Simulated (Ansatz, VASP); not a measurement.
**Hf in VASP and in Ansatz**

File INCAR:

```
PREC = Accurate ; ENCUT = 500
EDIFF = 1E-7 ; ISMEAR = -1
SIGMA = 0.1 ; LREAL = F
LASPH = T ; NELM = 120
ALGO = Normal ; ISIF = 3
LWAVE = F ; LCHARG = F
GGA = PS ; IBRION = 2
NSW = 60 ; EDIFFG = -0.005
GGA_COMPAT = F ; NELMIN = 4
```

KPOINTS

```
regular mesh
0
Gamma
  15 15 15
```

File POSCAR:

```
Hf
1.0
    0.0000000000      2.2111690954      2.2111690954
    2.2111690954      0.0000000000      2.2111690954
    2.2111690954      2.2111690954      0.0000000000
Hf
1
Direct
    0.0000000000      0.0000000000      0.0000000000
```

Input for Ansatz:

```yaml
crystal:
  lattice:
    - [0.0, 2.2111690954, 2.2111690954]
    - [2.2111690954, 0.0, 2.2111690954]
    - [2.2111690954, 2.2111690954, 0.0]
  atoms:
    - { symbol: Hf, position: [0.0, 0.0, 0.0] }
kpoints:
  mp_grid: { grid: [15, 15, 15] }
scf:
  occupations: { method: fermi_dirac, width: 0.1 }
hamiltonian:
  xc: pbesol
  pseudopotentials: { kind: paw }
output:
  forces: true
  stress: true
  write_density: true
  write_potential: true
  elf: true
  volumetric_format: npy
relax:
  f_tol: 0.005
  max_steps: 40
  cell: {}
```

Alike in both runs: task relaxation of cell and atoms; functional PBEsol; k mesh 15 × 15 × 15; occupations fermi-dirac, width 0.1 eV; no spin polarisation.

```csv
,VASP,Ansatz
version,VASP 6.6.1,Ansatz 0.2.0
potentials or method,"VASP PAW PBE potentials, release 64 (Hf_pv)","PAW with Ansatz's default frozen-core files, scalar-relativistic"
plane-wave cutoff (eV),500,420
valence electrons in the cell,10,26
```

|  | VASP | Ansatz | Ansatz less VASP |
| --- | --- | --- | --- |
| relaxed volume (Å³/atom) | 21.52 | 21.60 | +0.079 |
| relaxed cell length with the largest relative difference (Å) | 3.122 | 3.126 | +0.0038 |

VASP's potentials were made for PBE, not for PBEsol. VASP's potentials hold 10 valence electrons a cell and Ansatz's 26, so a difference there can come from the potentials and not from the codes.

Neither program's run includes spin-orbit coupling.
